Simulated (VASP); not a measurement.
RbMg6Zr: single point with PBE

RbMg6Zr:

```
Zr Rb Mg
1.0
     5.25008    0.00000    0.00000
     0.00000    3.42191    5.82810
     0.00000   -3.42191    5.82810
Zr Rb Mg
1 1 6
Direct
  0.00461 0.91670 0.91317
  0.50332 0.58626 0.58501
  0.49145 0.08089 0.07712
  0.49933 0.08468 0.59881
  0.51002 0.60275 0.07312
  0.98915 0.40320 0.39293
  0.00118 0.39249 0.94505
  0.01607 0.93903 0.40149
```

This cell differs from its parent crystal: atoms moved at random.

* Program: VASP 6.6.1
* Task: single point
* Functional: PBE
* Potentials or basis: VASP PAW PBE potentials, release 64 (Zr_sv, Rb_sv, Mg)
* Cutoff: 520 eV
* k mesh: 5 × 5 × 5
* Occupations: fermi-dirac, width 0.05 eV
* Spin: no spin polarisation

The pressure is -0.1 GPa, the largest force is 0.275 eV/Å and the band gap on the k mesh is zero (an odd number of electrons rules out a gap without spin polarisation).

Forces in eV/Å, atoms in the order of the input:
```
Zr  -0.081 -0.013  0.037
Rb  -0.004  0.044 -0.017
Mg   0.206 -0.030 -0.139
Mg   0.038 -0.101 -0.063
Mg  -0.147  0.044  0.063
Mg   0.229 -0.044  0.145
Mg   0.005  0.128 -0.030
Mg  -0.248 -0.026  0.005
```

Stress tensor (GPa, compression positive):
```
-0.15 -0.08 -0.14
-0.08 -0.14  0.02
-0.14  0.02 -0.11
```

Levels at points of the mesh, in eV from the Fermi level:
```csv
k point,band 15,band 16,band 17,band 18,band 19,band 20
"(0.00, 0.00, 0.00)",-0.93,-0.50,0.13,0.17,0.50,1.62
```

Wall time 29 min on 1 thread of Oxide Virtual Turin-like Processor (shared host), peak memory 0.52 GiB.

Caveat: the cell differs from its parent crystal (atoms moved at random).
